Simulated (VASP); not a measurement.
BaS, 4 atoms in the cell. The typed cell holds 4 atoms: a = 5.381 Å, b = 5.381 Å, c = 6.384 Å, α = 90.00°, β = 90.00°, γ = 120.00°. 

* Program: VASP 6.6.1
* Task: single point
* Functional: PBE
* Potentials or basis: VASP PAW PBE potentials, release 64 (Ba_sv, S)
* Cutoff: 520 eV
* k mesh: 6 × 6 × 4
* Occupations: gaussian, width 0.02 eV
* Spin: no spin polarisation
* Dipole correction: no
* Further INCAR settings: ALGO = Normal; EDIFF = 1e-06; NBANDS = 24

Potentials or basis: VASP PAW PBE potentials, release 64 (Ba_sv, S).

Launch:

```bash
$ cat potpaw_PBE.64/Ba_sv/POTCAR potpaw_PBE.64/S/POTCAR > POTCAR
$ mpirun -np 1 vasp_std > vasp.out
```

Hardware: 1 thread of Intel(R) Xeon(R) Platinum 8488C (Sapphire Rapids) (shared host).

**Question.** Estimate the wall time of this run.

**Answer.** It took 62 s on 1 thread of Intel(R) Xeon(R) Platinum 8488C (Sapphire Rapids), on a shared host, peak memory 0.29 GiB. Counts: scf iterations 15, k points 21.
